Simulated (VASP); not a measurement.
# Hf2Cl (Fd-3m) in VASP: notebook, part 2 of 2

VASP 6.6.1. The steps go on from the part before.

## (3) Relaxation of cell and atoms, PBE

This run uses another cell than the first one, of 24.64 Å³/atom, 0.990 times its volume.

Contents of INCAR:

```
SYSTEM = Hf2Cl
ALGO     = Normal         ! electronic algorithm
EDIFF    = 1E-6           ! SCF threshold, eV
EDIFFG   = -0.01          ! ionic threshold
ENCUT    = 600            ! plane-wave cutoff, eV
GGA      = PE             ! functional
IBRION   = 2              ! ionic algorithm
ISIF     = 3              ! what is computed and relaxed
ISMEAR   = 0              ! smearing method
LASPH    = .TRUE.         ! aspherical terms in the spheres
LCHARG   = .FALSE.        ! write CHGCAR
LREAL    = .FALSE.        ! projectors in reciprocal space
LWAVE    = .FALSE.        ! write WAVECAR
NELM     = 100            ! most SCF steps
NSW      = 100            ! ionic steps
PREC     = Accurate       ! precision mode
SIGMA    = 0.1            ! smearing width, eV
```

Contents of KPOINTS:

```
k-points
0
G
  8 8 8
  0 0 0
```

Contents of POSCAR:

```
Hf2Cl
1.0
    0.0000000000      4.1968005886      4.1968005886
    4.1968005886      0.0000000000      4.1968005886
    4.1968005886      4.1968005886      0.0000000000
Hf Cl
4 2
Direct
    0.6250000000      0.6250000000      0.6250000000
    0.1250000000      0.6250000000      0.6250000000
    0.6250000000      0.6250000000      0.1250000000
    0.6250000000      0.1250000000      0.6250000000
    0.0000000000      0.0000000000      0.0000000000
    0.2500000000      0.2500000000      0.2500000000
```

Potentials or basis: VASP PAW PBE potentials, release 64 (Hf_pv, Cl).

Run with:

```console
cat potpaw_PBE.64/Hf_pv/POTCAR potpaw_PBE.64/Cl/POTCAR > POTCAR
mpirun -np 1 vasp_std > vasp.out
```

OUTCAR:

```text
SYSTEM = Hf2Cl
   EDIFF = 1E-6
   EDIFFG = -0.01
   ENCUT = 600
   GGA = PE
   IBRION = 2
   ISIF = 3
   ISMEAR = 0
   LASPH = .TRUE.
   LREAL = .FALSE.
   NELM = 100
   NSW = 100
   PREC = Accurate

 ion  position               nearest neighbor table
   1  0.625  0.625  0.625-   2 2.97   3 2.97   4 2.97   3 2.97   4 2.97   2 2.97
   2  0.125  0.625  0.625-   1 2.97   3 2.97   4 2.97   1 2.97   3 2.97   4 2.97
   3  0.625  0.625  0.125-   1 2.97   1 2.97   2 2.97   4 2.97   4 2.97   2 2.97
   4  0.625  0.125  0.625-   1 2.97   3 2.97   1 2.97   2 2.97   3 2.97   2 2.97
   5  0.000  0.000  0.000-
   6  0.250  0.250  0.250-

  LATTYP: Found a face centered cubic cell.
 ALAT       =     8.3936011772

  Lattice vectors:

 A1 = (   0.0000000000,   4.1968005886,   4.1968005886)
 A2 = (   4.1968005886,   0.0000000000,   4.1968005886)
 A3 = (   4.1968005886,   4.1968005886,   0.0000000000)

Analysis of symmetry for initial positions (statically):
=====================================================================
 Subroutine PRICEL returns:
 Original cell was already a primitive cell.

 Routine SETGRP: Setting up the symmetry group for a
 face centered cubic supercell.

 Subroutine GETGRP returns: Found 48 space group operations
 (whereof 24 operations were pure point group operations)
 out of a pool of 48 trial point group operations.

The static configuration has the point symmetry T_d .
 The point group associated with its full space group is O_h .

Analysis of symmetry for dynamics (positions and initial velocities):
=====================================================================
 Subroutine PRICEL returns:
 Original cell was already a primitive cell.

 Routine SETGRP: Setting up the symmetry group for a
 face centered cubic supercell.

 Subroutine GETGRP returns: Found 48 space group operations
 (whereof 24 operations were pure point group operations)
 out of a pool of 48 trial point group operations.

The dynamic configuration has the point symmetry T_d .
 The point group associated with its full space group is O_h .

 Subroutine INISYM returns: Found 48 space group operations
 (whereof 24 operations are pure point group operations),
 and found     1 'primitive' translations

----------------------------------------------------------------------------------------

                                     Primitive cell

  volume of cell :     147.8376

  direct lattice vectors                    reciprocal lattice vectors
     0.000000000  4.196800589  4.196800589    -0.119138374  0.119138374  0.119138374
     4.196800589  0.000000000  4.196800589     0.119138374 -0.119138374  0.119138374
     4.196800589  4.196800589  0.000000000     0.119138374  0.119138374 -0.119138374

  length of vectors
     5.935172311  5.935172311  5.935172311     0.206353718  0.206353718  0.206353718

  position of ions in fractional coordinates (direct lattice)
     0.625000000  0.625000000  0.625000000
     0.125000000  0.625000000  0.625000000
     0.625000000  0.625000000  0.125000000
     0.625000000  0.125000000  0.625000000
     0.000000000  0.000000000  0.000000000
     0.250000000  0.250000000  0.250000000

  ion indices of the primitive-cell ions
   primitive index   ion index
[... 35 lines left out ...]
  0.000000  0.000000  0.000000      1.000000
  0.125000  0.000000  0.000000      8.000000
  0.250000  0.000000  0.000000      8.000000
  0.375000  0.000000  0.000000      8.000000
  0.500000  0.000000  0.000000      4.000000
  0.125000  0.125000  0.000000      6.000000
[... 16 lines left out ...]
  0.500000  0.250000  0.125000     48.000000
 -0.375000  0.250000  0.125000     24.000000
 [... further k-points ...]
   k-points           NKPTS =     29   k-points in BZ     NKDIM =     29   number of bands    NBANDS=     32
   number of dos      NEDOS =    301   number of ions     NIONS =      6
   total plane-waves  NPLWV = 110592
   dimension x,y,z NGX =    48 NGY =   48 NGZ =   48
   dimension x,y,z NGXF=    96 NGYF=   96 NGZF=   96
   ions per type =               4   2
   NGX,Y,Z   is equivalent  to a cutoff of  13.44, 13.44, 13.44 a.u.
   NGXF,Y,Z  is equivalent  to a cutoff of  26.89, 26.89, 26.89 a.u.
 SYSTEM =  Hf2Cl
   PREC   = accura    normal or accurate (medium, high low for compatibility)
   ISTART =      0    job   : 0-new  1-cont  2-samecut
   ICHARG =      2    charge: 1-file 2-atom 10-const
   ISPIN  =      1    spin polarized calculation?
   LNONCOLLINEAR =      F non collinear calculations
   LSORBIT =      F    spin-orbit coupling
   LASPH  =      T    aspherical Exc in radial PAW
   ENCUT  =  600.0 eV  44.10 Ry    6.64 a.u.  11.85 11.85 11.85*2*pi/ulx,y,z
   NELM   =    100;   NELMIN=  2; NELMDL= -5     # of ELM steps
   EDIFF  = 0.1E-05   stopping-criterion for ELM
   LREAL  =      F    real-space projection
   EDIFFG = -.1E-01   stopping-criterion for IOM
   NSW    =    100    number of steps for IOM
   IBRION =      2    ionic relax: 0-MD 1-quasi-New 2-CG
   NFREE  =      1    steps in history (QN), initial steepest desc. (CG)
   ISIF   =      3    stress and relaxation
   ISYM   =      2    0-nonsym 1-usesym 2-fastsym
   POTIM  = 0.5000    time-step for ionic-motion
   TEBEG  =    0.0;   TEEND  =   0.0 temperature during run
   PSTRESS=    0.0 pullay stress
   NELECT =      54.0000    total number of electrons
   NUPDOWN=      -1.0000    fix difference up-down
   EMIN   =  10.00;   EMAX   =-10.00  energy-range for DOS
   EFERMI =   0.00;   METHOD = LEGACY
   ISMEAR =     0;   SIGMA  =   0.10  broadening in eV -4-tet -1-fermi 0-gaus
   EFERMI_NEDOS =   21; number of points for ismear=-14 and -15
   IALGO  =     38    algorithm
   IMIX   =      4    mixing-type and parameters
     AMIX     =   0.40;   BMIX     =  1.00
     AMIX_MAG =   1.60;   BMIX_MAG =  1.00
  volume/ion in A,a.u.               =      24.64       166.28
  Fermi-wavevector in a.u.,A,eV,Ry     =   1.170248  2.211447 18.632898  1.369479
  Thomas-Fermi vector in A             =   2.306709
   LORBIT       =      0    0 simple, 1 ext, 2 COOP (PROOUT), +10 PAW based schemes
   GGA     = PE    functional components
   LHFCALC =     F    Hartree Fock is set to
   AEXX    =    0.0000 exact exchange contribution
   IVDW    =     0    specifies the selected vdW correction
   LEPSILON=     F    determine dielectric tensor
   LRPA    =     F    only Hartree local field effects (RPA)
 conjugate gradient relaxation of ions
 non-spin polarized calculation
 Gauss-broadening in eV      SIGMA  =   0.10
  energy-cutoff  :      600.00
  volume of cell :      147.84
 maximum number of plane-waves:      4962
   NGX = 23   NGY = 23   NGZ = 23

--------------------------------------- Ionic step        1  -------------------------------------------

 number of electron      54.0000006 magnetization

 Free energy of the ion-electron system (eV)
  ---------------------------------------------------
  ext. energy  EPLUGINS =         0.00000000
  ---------------------------------------------------
  free energy    TOTEN  =       -39.04346215 eV

  energy without entropy =      -39.00491037  energy(sigma->0) =      -39.02418626

------------------------ aborting loop because EDIFF is reached ----------------------------------------

  FORCE on cell =-STRESS in cart. coord.  units (eV):
  Direction    XX          YY          ZZ          XY          YZ          ZX
  --------------------------------------------------------------------------------------
  -------------------------------------------------------------------------------------
  Total        0.3097268      0.3097268      0.3097268     -0.0000000      0.0000000      0.0000000
  in kB        3.3566364      3.3566364      3.3566364     -0.0000000      0.0000000      0.0000000
  external PRESSURE =       3.3566364 kB  Pullay stress =       0.0000000 kB
[... 67 lines left out ...]
--------------------------------------- Ionic step        3  -------------------------------------------

 number of electron      54.0000004 magnetization

 Free energy of the ion-electron system (eV)
  ---------------------------------------------------
  ext. energy  EPLUGINS =         0.00000000
  ---------------------------------------------------
  free energy    TOTEN  =       -39.04437265 eV

  energy without entropy =      -39.00530517  energy(sigma->0) =      -39.02483891

 E-fermi :   4.2181     XC(G=0): -10.0720

 val. band max:        4.2141033427   @ k =  -0.3750   0.2500   0.0000
 cond. band min:       4.2367513975   @ k =  -0.2500   0.5000   0.2500
 fundamental gap:      0.0226480548
 Fermi energy:         4.2181140626

 k-point     1 :       0.0000    0.0000    0.0000
  band No.  band energies     occupation
      1     -27.2082      2.00000
      2     -26.9939      2.00000
      3     -26.9939      2.00000
      4     -26.9939      2.00000
      5     -26.9051      2.00000
      6     -26.9051      2.00000
[... 829 lines left out ...]
     31       5.0650      0.00000
     32       5.0975      0.00000

 [... further k-points ...]
[... 5 lines left out ...]
  --------------------------------------------------------------------------------------
  -------------------------------------------------------------------------------------
  Total        0.0011112      0.0011112      0.0011112      0.0000000     -0.0000000      0.0000000
  in kB        0.0119717      0.0119717      0.0119717      0.0000000     -0.0000000      0.0000000
  external PRESSURE =       0.0119717 kB  Pullay stress =       0.0000000 kB
[... 21 lines left out ...]
  FREE ENERGIE OF THE ION-ELECTRON SYSTEM (eV)
  ---------------------------------------------------
  free  energy   TOTEN  =       -39.0443726539 eV

  energy  without entropy=      -39.0053051746  energy(sigma->0) =      -39.02483891

 reached required accuracy - stopping structural energy minimisation
```

Run time: 8.2 min. Hardware: 1 thread of AMD EPYC 7R43 (Zen 3), shared host; peak memory 0.38 GiB.

Results:

```yaml
Free_energy: -39.0444 eV
Relaxed_volume: 24.79 Å³/atom
Relaxed_cell: a = 5.947 Å, b = 5.947 Å, c = 5.947 Å, α = 60.00°, β = 60.00°, γ = 60.00°
Space_group_after_relaxing_to_0.05_Å: Fd-3m (No. 227)
Energy_gained_by_relaxing: 0.2 meV/atom
Ionic_steps: 3
Pressure_after_relaxing: 0.0 GPa
Band_gap_on_the_k_mesh: zero (band 27 reaches 4.74 eV, above the bottom of band 28 at 4.12 eV)
```

The path:
| step | energy change (eV) | largest force (eV/Å) | pressure (GPa) | volume (Å³) |
| --- | --- | --- | --- | --- |
| 1 | 0.0000 | 0.0000 | 0.34 | 147.84 |
| 2 | -0.0008 | 0.0000 | -0.09 | 148.94 |
| 3 | -0.0009 | 0.0000 | 0.00 | 148.71 |

Final structure:
```xyz
6
Lattice="0.0000 4.2051 4.2051 4.2051 0.0000 4.2051 4.2051 4.2051 0.0000" Properties=species:S:1:pos:R:3 pbc="T T T"
Hf    5.2563    5.2563    5.2563
Hf    5.2563    3.1538    3.1538
Hf    3.1538    3.1538    5.2563
Hf    3.1538    5.2563    3.1538
Cl    0.0000    0.0000    0.0000
Cl    2.1025    2.1025    2.1025
```

Levels at points of the mesh, in eV from the Fermi level:
```tsv
k point	band 25	band 26	band 27	band 28	band 29	band 30
(0.00, 0.00, 0.00)	-1.86	-0.60	-0.60	0.76	0.76	0.76
(0.50, 0.00, 0.00)	-1.18	-0.05	0.53	0.53	0.68	0.68
(0.50, 0.50, 0.00)	-0.15	-0.15	0.20	0.20	0.57	0.57
```

Caveat: spin-orbit coupling is left out, which moves the levels of the heavy elements.

## (4) Single point, PBE

This run uses another cell than the first one, of 29.50 Å³/atom, 1.185 times its volume.

Contents of INCAR:

```
SYSTEM = Hf2Cl
  PREC = Accurate
  ENCUT = 520
  EDIFF = 1E-7
  ISMEAR = 0
  SIGMA = 0.1
  LREAL = .False.
  LASPH = .True.
  NELM = 100
  ALGO = Normal
  ISIF = 2
  LWAVE = .False.
  LCHARG = .False.
  GGA = PE
  NBANDS = 36
```

Contents of KPOINTS:

```
regular mesh
0
Gamma
  4 4 4
  0 0 0
```

Contents of POSCAR:

```
Hf2Cl
1.0
    0.0000000000      4.4562439800      4.4562439800
    4.4562439800      0.0000000000      4.4562439800
    4.4562439800      4.4562439800      0.0000000000
Hf Cl
4 2
Direct
    0.1250000000      0.1250000000      0.1250000000
    0.6250000000      0.1250000000      0.1250000000
    0.1250000000      0.1250000000      0.6250000000
    0.1250000000      0.6250000000      0.1250000000
    0.5000000000      0.5000000000      0.5000000000
    0.7500000000      0.7500000000      0.7500000000
```

Run with:

```console
cat potpaw_PBE.64/Hf_pv/POTCAR potpaw_PBE.64/Cl/POTCAR > POTCAR
mpirun -np 1 vasp_std > vasp.out
```

Run time: 86 s. Hardware: 1 thread of AMD EPYC 7R43 (Zen 3), shared host; peak memory 0.29 GiB.

It converged, with:

```
Free energy            : -38.2985 eV
Pressure               : -7.0 GPa
Band gap on the k mesh : zero (band 27 reaches 3.45 eV, above the bottom of band 28 at 2.94 eV)
```

Levels at points of the mesh, in eV from the Fermi level:
| k point | band 25 | band 26 | band 27 | band 28 | band 29 | band 30 |
| --- | --- | --- | --- | --- | --- | --- |
| (0.00, 0.00, 0.00) | -1.48 | -0.46 | -0.46 | 0.58 | 0.58 | 0.58 |
| (0.50, 0.00, 0.00) | -0.95 | -0.10 | 0.49 | 0.49 | 0.52 | 0.54 |
| (0.50, 0.50, 0.00) | -0.16 | -0.16 | 0.16 | 0.16 | 0.20 | 0.20 |

Caveat: spin-orbit coupling is left out, which moves the levels of the heavy elements.

## (5) Single point, PBE

This run uses another cell than the first one, of 24.64 Å³/atom, 0.990 times its volume.

Contents of INCAR:

```
PREC     = Accurate       # precision mode
ENCUT    = 520            # plane-wave cutoff, eV
EDIFF    = 1E-6           # SCF threshold, eV
ISMEAR   = 0              # smearing method
SIGMA    = 0.1            # smearing width, eV
LREAL    = False          # projectors in reciprocal space
LASPH    = True           # aspherical terms in the spheres
NELM     = 100            # most SCF steps
ALGO     = Normal         # electronic algorithm
ISIF     = 2              # what is computed and relaxed
LWAVE    = False          # write WAVECAR
LCHARG   = True           # write CHGCAR
GGA      = PE             # functional
LELF     = True           # ELF
LVHAR    = True         
NBANDS   = 36             # bands
```

Contents of KPOINTS:

```
Automatic mesh
0
Gamma
  4 4 4
```

POSCAR, as its differences from that of step 4:

```diff
@@ -2,5 +2,5 @@
 1.0
-    0.0000000000      4.4562439800      4.4562439800
-    4.4562439800      0.0000000000      4.4562439800
-    4.4562439800      4.4562439800      0.0000000000
+    0.0000000000      4.1968005886      4.1968005886
+    4.1968005886      0.0000000000      4.1968005886
+    4.1968005886      4.1968005886      0.0000000000
 Hf Cl
```

Run with:

```console
cat potpaw_PBE.64/Hf_pv/POTCAR potpaw_PBE.64/Cl/POTCAR > POTCAR
mpirun -np 1 vasp_std > vasp.out
```

Run time: 84 s. Hardware: 1 thread of AMD EPYC 7R43 (Zen 3), shared host; peak memory 0.28 GiB.

It converged, with:

```yaml
Free_energy: -39.0236 eV
Pressure: 0.1 GPa
Band_gap_on_the_k_mesh: zero (band 27 reaches 4.80 eV, above the bottom of band 28 at 4.19 eV)
```

Levels at points of the mesh, in eV from the Fermi level:
```
           k point  band 25  band 26  band 27  band 28  band 29  band 30
(0.00, 0.00, 0.00)    -1.90    -0.63    -0.63     0.73     0.73     0.73
(0.50, 0.00, 0.00)    -1.22    -0.08     0.49     0.49     0.67     0.67
(0.50, 0.50, 0.00)    -0.18    -0.18     0.17     0.17     0.55     0.55
```

Caveat: spin-orbit coupling is left out, which moves the levels of the heavy elements.

## (6) Summary

| task | cell | k mesh | cutoff (eV) | gap on the mesh (eV) | pressure (GPa) |
| --- | --- | --- | --- | --- | --- |
| single point | a = 5.955 Å, angles 60.0°, 6 atoms | 8 × 8 × 8 | 520 | none | -0.2 |
| relaxation of cell and atoms | relaxed from a = 5.935 Å, angles 60.0°, 6 atoms | 8 × 8 × 8 | 600 | none | 0.0 |
| single point | a = 6.302 Å, angles 60.0°, 6 atoms | 4 × 4 × 4 | 520 | none | -7.0 |
| single point | a = 5.935 Å, angles 60.0°, 6 atoms | 4 × 4 × 4 | 520 | none | 0.1 |

Alike in all rows: level PBE; potentials or basis VASP PAW PBE potentials, release 64 (Hf_pv, Cl); no spin polarisation; smearing gaussian 0.1 eV.

Caveats: spin-orbit coupling is left out, which moves the levels of the heavy elements.

Total energies depend on the potentials used, so only differences within one code and one set of settings carry meaning.
